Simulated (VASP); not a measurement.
# RbCaH3 (P4/mmm) in VASP: a series of runs

Runs on RbCaH3. Level: LDA. Tasks: single point.

All numbers are computed with VASP 6.6.1; they aren't measurements. Logs are shortened: lines on timing, memory, paths and dates and some standing lists are left out, and cuts for length are marked.

### 1 The cell of the first run

The structure is tetragonal, space group P4/mmm (No. 123). The conventional cell has a = 5.104 Å, b = 5.104 Å, c = 3.609 Å, α = 90.00°, β = 90.00°, γ = 90.00°. Rb (site symmetry 4/mmm) has 12 H at 3.13 to 3.61 Å and 2 Rb at 3.61 Å and 8 Ca at 4.04 Å within 4.1 Å. Within 2.4 Å of Ca (site symmetry 4/mmm) lie 2 H at 1.80 Å. H (site symmetry mmm) has 2 Ca at 2.55 Å and 4 Rb at 3.13 Å and 4 H at 3.13 Å within 3.4 Å. H (site symmetry 4/mmm) has 2 Ca at 1.80 Å within 2.4 Å.

### 2 Single point, LDA

INCAR reads:

```
SYSTEM = RbCaH3
  PREC = Accurate
  ENCUT = 520
  EDIFF = 1E-6
  ISMEAR = 0
  SIGMA = 0.05
  LREAL = .False.
  LASPH = .True.
  NELM = 100
  ALGO = Normal
  ISIF = 2
  LWAVE = .False.
  LCHARG = .False.
  NBANDS = 19
```

KPOINTS reads:

```
regular mesh
0
Gamma
  6 6 6
  0 0 0
```

POSCAR reads:

```
RbCaH3
1.0
    5.1040918720      0.0000000000      0.0000000000
    0.0000000000      5.1040918720      0.0000000000
    0.0000000000      0.0000000000      3.6085929535
Rb Ca H
1 1 3
Direct
    0.0000000000      0.0000000000      0.0000000000
    0.5000000000      0.5000000000      0.5000000000
    0.0000000000      0.5000000000      0.5000000000
    0.5000000000      0.0000000000      0.5000000000
    0.5000000000      0.5000000000      0.0000000000
```

Potentials or basis: VASP PAW LDA potentials, release 64 (Rb_sv, Ca_sv, H).

The run is started by

```bash
$ cat potpaw_LDA.64/Rb_sv/POTCAR potpaw_LDA.64/Ca_sv/POTCAR potpaw_LDA.64/H/POTCAR > POTCAR
$ mpirun -np 1 vasp_std > vasp.out
```

OUTCAR:

```text
SYSTEM = RbCaH3
   PREC = Accurate
   ENCUT = 520
   EDIFF = 1E-6
   ISMEAR = 0
   LREAL = .False.
   LASPH = .True.
   NELM = 100
   ISIF = 2

 ion  position               nearest neighbor table
   1  0.000  0.000  0.000-   3 3.13   4 3.13   3 3.13   4 3.13   3 3.13   3 3.13   4 3.13   4 3.13
                             2 4.04   2 4.04   2 4.04   2 4.04   2 4.04   2 4.04   2 4.04   2 4.04
   2  0.500  0.500  0.500-   5 1.80   5 1.80   1 4.04   1 4.04   1 4.04   1 4.04   1 4.04   1 4.04
                             1 4.04   1 4.04
   3  0.000  0.500  0.500-   1 3.13   1 3.13   1 3.13   1 3.13
   4  0.500  0.000  0.500-   1 3.13   1 3.13   1 3.13   1 3.13
   5  0.500  0.500  0.000-   2 1.80   2 1.80

  LATTYP: Found a simple tetragonal cell.
 ALAT       =     5.1040918720
 C/A-ratio  =     0.7070000000

  Lattice vectors:

 A1 = (   5.1040918720,   0.0000000000,   0.0000000000)
 A2 = (   0.0000000000,   5.1040918720,   0.0000000000)
 A3 = (   0.0000000000,   0.0000000000,   3.6085929535)

Analysis of symmetry for initial positions (statically):
=====================================================================
 Subroutine PRICEL returns:
 Original cell was already a primitive cell.

 Routine SETGRP: Setting up the symmetry group for a
 simple tetragonal supercell.

 Subroutine GETGRP returns: Found 16 space group operations
 (whereof 16 operations were pure point group operations)
 out of a pool of 16 trial point group operations.

The static configuration has the point symmetry D_4h.

Analysis of symmetry for dynamics (positions and initial velocities):
=====================================================================
 Subroutine PRICEL returns:
 Original cell was already a primitive cell.

 Routine SETGRP: Setting up the symmetry group for a
 simple tetragonal supercell.

 Subroutine GETGRP returns: Found 16 space group operations
 (whereof 16 operations were pure point group operations)
 out of a pool of 16 trial point group operations.

The dynamic configuration has the point symmetry D_4h.

 Subroutine INISYM returns: Found 16 space group operations
 (whereof 16 operations are pure point group operations),
 and found     1 'primitive' translations

----------------------------------------------------------------------------------------

                                     Primitive cell

  volume of cell :      94.0102

  direct lattice vectors                    reciprocal lattice vectors
     5.104091872  0.000000000  0.000000000     0.195921238  0.000000000  0.000000000
     0.000000000  5.104091872  0.000000000     0.000000000  0.195921238  0.000000000
     0.000000000  0.000000000  3.608592954     0.000000000  0.000000000  0.277116320

  length of vectors
     5.104091872  5.104091872  3.608592954     0.195921238  0.195921238  0.277116320

  position of ions in fractional coordinates (direct lattice)
     0.000000000  0.000000000  0.000000000
     0.500000000  0.500000000  0.500000000
     0.000000000  0.500000000  0.500000000
     0.500000000  0.000000000  0.500000000
     0.500000000  0.500000000  0.000000000

  ion indices of the primitive-cell ions
   primitive index   ion index
                 1           1
                 2           2
                 3           3
                 4           4
                 5           5

----------------------------------------------------------------------------------------

 KPOINTS: regular mesh

Automatic generation of k-mesh.
 Grid dimensions read from file:
 generate k-points for:    6    6    6

 Generating k-lattice:

  Cartesian coordinates                     Fractional coordinates (reciprocal lattice)
     0.032653540  0.000000000  0.000000000     0.166666667  0.000000000  0.000000000
     0.000000000  0.032653540  0.000000000     0.000000000  0.166666667  0.000000000
     0.000000000  0.000000000  0.046186053     0.000000000  0.000000000  0.166666667

  Length of vectors
     0.032653540  0.032653540  0.046186053

  Shift w.r.t. Gamma in fractional coordinates (k-lattice)
     0.000000000  0.000000000  0.000000000

 Subroutine IBZKPT returns following result:
 ===========================================

 Found     40 irreducible k-points:

 Following reciprocal coordinates:
            Coordinates               Weight
  0.000000  0.000000  0.000000      1.000000
  0.166667  0.000000  0.000000      4.000000
  0.333333  0.000000  0.000000      4.000000
  0.500000  0.000000  0.000000      2.000000
  0.166667  0.166667  0.000000      4.000000
  0.333333  0.166667  0.000000      8.000000
[... 16 lines left out ...]
  0.333333  0.000000  0.333333      8.000000
  0.500000  0.000000  0.333333      4.000000
 [... further k-points ...]
   k-points           NKPTS =     40   k-points in BZ     NKDIM =     40   number of bands    NBANDS=     19
   number of dos      NEDOS =    301   number of ions     NIONS =      5
   total plane-waves  NPLWV =  44800
   dimension x,y,z NGX =    40 NGY =   40 NGZ =   28
   dimension x,y,z NGXF=    80 NGYF=   80 NGZF=   56
   ions per type =               1   1   3
   NGX,Y,Z   is equivalent  to a cutoff of  13.03, 13.03, 12.90 a.u.
   NGXF,Y,Z  is equivalent  to a cutoff of  26.06, 26.06, 25.80 a.u.
 SYSTEM =  RbCaH3
   PREC   = accura    normal or accurate (medium, high low for compatibility)
   ISTART =      0    job   : 0-new  1-cont  2-samecut
   ICHARG =      2    charge: 1-file 2-atom 10-const
   ISPIN  =      1    spin polarized calculation?
   LNONCOLLINEAR =      F non collinear calculations
   LSORBIT =      F    spin-orbit coupling
   LASPH  =      T    aspherical Exc in radial PAW
   ENCUT  =  520.0 eV  38.22 Ry    6.18 a.u.   9.49  9.49  6.71*2*pi/ulx,y,z
   NELM   =    100;   NELMIN=  2; NELMDL= -5     # of ELM steps
   EDIFF  = 0.1E-05   stopping-criterion for ELM
   LREAL  =      F    real-space projection
   EDIFFG = 0.1E-04   stopping-criterion for IOM
   NSW    =      0    number of steps for IOM
   IBRION =     -1    ionic relax: 0-MD 1-quasi-New 2-CG
   NFREE  =      0    steps in history (QN), initial steepest desc. (CG)
   ISIF   =      2    stress and relaxation
   ISYM   =      2    0-nonsym 1-usesym 2-fastsym
   POTIM  = 0.5000    time-step for ionic-motion
   TEBEG  =    0.0;   TEEND  =   0.0 temperature during run
   PSTRESS=    0.0 pullay stress
   NELECT =      22.0000    total number of electrons
   NUPDOWN=      -1.0000    fix difference up-down
   EMIN   =  10.00;   EMAX   =-10.00  energy-range for DOS
   EFERMI =   0.00;   METHOD = LEGACY
   ISMEAR =     0;   SIGMA  =   0.05  broadening in eV -4-tet -1-fermi 0-gaus
   EFERMI_NEDOS =   21; number of points for ismear=-14 and -15
   IALGO  =     38    algorithm
   IMIX   =      4    mixing-type and parameters
     AMIX     =   0.40;   BMIX     =  1.00
     AMIX_MAG =   1.60;   BMIX_MAG =  1.00
  volume/ion in A,a.u.               =      18.80       126.88
  Fermi-wavevector in a.u.,A,eV,Ry     =   1.008844  1.906439 13.847556  1.017767
  Thomas-Fermi vector in A             =   2.141736
   LORBIT       =      0    0 simple, 1 ext, 2 COOP (PROOUT), +10 PAW based schemes
   GGA     = CA    functional components
   LHFCALC =     F    Hartree Fock is set to
   AEXX    =    0.0000 exact exchange contribution
   IVDW    =     0    specifies the selected vdW correction
   LEPSILON=     F    determine dielectric tensor
   LRPA    =     F    only Hartree local field effects (RPA)
 non-spin polarized calculation
 Gauss-broadening in eV      SIGMA  =   0.05
  energy-cutoff  :      520.00
  volume of cell :       94.01
 maximum number of plane-waves:      2569
 NGX is ok and might be reduce to    40
   NGX = 19   NGY = 19   NGZ = 13

 number of electron      22.0000005 magnetization

 Free energy of the ion-electron system (eV)
  ---------------------------------------------------
  ext. energy  EPLUGINS =         0.00000000
  ---------------------------------------------------
  free energy    TOTEN  =       -14.58272160 eV

  energy without entropy =      -14.58272160  energy(sigma->0) =      -14.58272160

 E-fermi :  -0.4930     XC(G=0):  -8.1721

 val. band max:       -0.8190644086   @ k =   0.5000   0.0000   0.5000
 cond. band min:       1.4450570323   @ k =   0.5000   0.5000   0.0000
 fundamental gap:      2.2641214409
 Fermi energy:        -0.4929966429

 k-point     1 :       0.0000    0.0000    0.0000
  band No.  band energies     occupation
      1     -39.3299      2.00000
      2     -26.8231      2.00000
      3     -20.6971      2.00000
      4     -20.6971      2.00000
      5     -20.5583      2.00000
      6     -10.9723      2.00000
[... 11 lines left out ...]
     18       6.6073      0.00000
     19       7.3930      0.00000

 k-point     2 :       0.1667    0.0000    0.0000
  band No.  band energies     occupation
      1     -39.3298      2.00000
      2     -26.8228      2.00000
      3     -20.6989      2.00000
      4     -20.6970      2.00000
      5     -20.5582      2.00000
      6     -10.9974      2.00000
[... 11 lines left out ...]
     18       6.4068      0.00000
     19       7.1509      0.00000

 k-point     3 :       0.3333    0.0000    0.0000
  band No.  band energies     occupation
      1     -39.3298      2.00000
      2     -26.8221      2.00000
      3     -20.7025      2.00000
      4     -20.6967      2.00000
      5     -20.5581      2.00000
      6     -11.0466      2.00000
[... 11 lines left out ...]
     18       5.8144      0.00000
     19       7.2051      0.00000

 k-point     4 :       0.5000    0.0000    0.0000
  band No.  band energies     occupation
      1     -39.3297      2.00000
      2     -26.8218      2.00000
      3     -20.7043      2.00000
      4     -20.6965      2.00000
      5     -20.5580      2.00000
      6     -11.0706      2.00000
[... 407 lines left out ...]
     18       5.6469      0.00000
     19       6.7433      0.00000

 k-point    23 :       0.3333    0.0000    0.3333
  band No.  band energies     occupation
      1     -39.3117      2.00000
      2     -26.7569      2.00000
      3     -20.8265      2.00000
      4     -20.6867      2.00000
      5     -20.6806      2.00000
      6     -11.3323      2.00000
[... 11 lines left out ...]
     18       6.1836      0.00000
     19       6.7144      0.00000

 k-point    24 :       0.5000    0.0000    0.3333
  band No.  band energies     occupation
      1     -39.3116      2.00000
      2     -26.7565      2.00000
      3     -20.8266      2.00000
      4     -20.6886      2.00000
      5     -20.6805      2.00000
      6     -11.3272      2.00000
[... 11 lines left out ...]
     18       6.6072      0.00000
     19       6.9853      0.00000

 [... further k-points ...]
[... 5 lines left out ...]
  --------------------------------------------------------------------------------------
  -------------------------------------------------------------------------------------
  Total       -3.2602553     -3.2602553      9.3131093      0.0000000     -0.0000000      0.0000000
  in kB      -55.5632100    -55.5632100    158.7195480      0.0000000     -0.0000000      0.0000000
  external PRESSURE =      15.8643760 kB  Pullay stress =       0.0000000 kB

 VOLUME and BASIS-vectors are now :
 -----------------------------------------------------------------------------
  energy-cutoff  :      520.00
  volume of cell :       94.01
      direct lattice vectors                 reciprocal lattice vectors
     5.104091872  0.000000000  0.000000000     0.195921238  0.000000000  0.000000000
     0.000000000  5.104091872  0.000000000     0.000000000  0.195921238  0.000000000
     0.000000000  0.000000000  3.608592954     0.000000000  0.000000000  0.277116320

 POSITION                                       TOTAL-FORCE (eV/Angst)
 -----------------------------------------------------------------------------------
      0.00000      0.00000      0.00000         0.000000      0.000000      0.000000
      2.55205      2.55205      1.80430         0.000000      0.000000      0.000000
      0.00000      2.55205      1.80430         0.000000      0.000000      0.000000
      2.55205      0.00000      1.80430         0.000000      0.000000      0.000000
      2.55205      2.55205      0.00000         0.000000      0.000000      0.000000
 -----------------------------------------------------------------------------------
    total drift:                               -0.000000      0.000000     -0.000000

  FREE ENERGIE OF THE ION-ELECTRON SYSTEM (eV)
  ---------------------------------------------------
  free  energy   TOTEN  =       -14.5827216029 eV

  energy  without entropy=      -14.5827216029  energy(sigma->0) =      -14.58272160
```

Run time: 1.8 min. Hardware: 1 thread of Intel Xeon 8259CL, shared host; peak memory 0.22 GiB.

What came out:

- Free energy: -14.5827 eV
- Pressure: 1.6 GPa
- Band gap on the k mesh: 2.26 eV (least direct gap 2.41 eV)

Caveat: the stress differs along the axes, from -6 to 16 GPa.

(Continued in part 2 of 2.)
